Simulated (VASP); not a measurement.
Here is a VASP 6.6.1 calculation.

The input INCAR:

```
SYSTEM = Sc4As3
  ALGO = Fast
  EDIFF = 1E-6
  ENCUT = 520
  GGA = PE
  ISIF = 2
  ISMEAR = 0
  LASPH = .TRUE.
  LCHARG = .FALSE.
  LREAL = .FALSE.
  LWAVE = .FALSE.
  NBANDS = 72
  NELM = 60
  PREC = Accurate
  SIGMA = 0.1
```

Contents of KPOINTS:

```
k-points
0
G
  6 6 6
  0 0 0
```

Contents of POSCAR:

```
Sc4As3
1.0
   -4.0890977420      4.0890977420      4.0890977420
    4.0890977420     -4.0890977420      4.0890977420
    4.0890977420      4.0890977420     -4.0890977420
Sc As
8 6
Direct
    0.5000000000      0.0000000000      0.3604198623
    0.6395801377      0.6395801377      0.6395801377
    0.0000000000      0.3604198623      0.5000000000
    0.3604198623      0.5000000000      0.0000000000
    0.8604198623      0.5000000000      0.0000000000
    0.5000000000      0.0000000000      0.8604198623
    0.0000000000      0.8604198623      0.5000000000
    0.1395801377      0.1395801377      0.1395801377
    0.3750000000      0.2500000000      0.6250000000
    0.6250000000      0.3750000000      0.2500000000
    0.2500000000      0.6250000000      0.3750000000
    0.7500000000      0.8750000000      0.1250000000
    0.1250000000      0.7500000000      0.8750000000
    0.8750000000      0.1250000000      0.7500000000
```

Potentials or basis: VASP PAW PBE potentials, release 64 (Sc_sv, As).

Launch:

```console
$ cat potpaw_PBE.64/Sc_sv/POTCAR potpaw_PBE.64/As/POTCAR > POTCAR
$ mpirun -np 1 vasp_std > vasp.out
```

Q: What does it give for the largest force?

A: 0.008 eV/Å.

Q: Predict the pressure.

A: 0.3 GPa.

Q: What does it give for the band gap on the k mesh?

A: Zero (bands 59 and 60 overlap by 0.46 eV).

Forces in eV/Å, atoms in the order of the input:
```
Sc  -0.005 -0.005  0.005
Sc   0.005  0.005  0.005
Sc  -0.005  0.005 -0.005
Sc   0.005 -0.005 -0.005
Sc   0.005 -0.005 -0.005
Sc  -0.005 -0.005  0.005
Sc  -0.005  0.005 -0.005
Sc   0.005  0.005  0.005
As   0.000  0.000  0.000
As   0.000  0.000  0.000
As   0.000  0.000  0.000
As   0.000  0.000  0.000
As   0.000  0.000  0.000
As   0.000  0.000  0.000
```
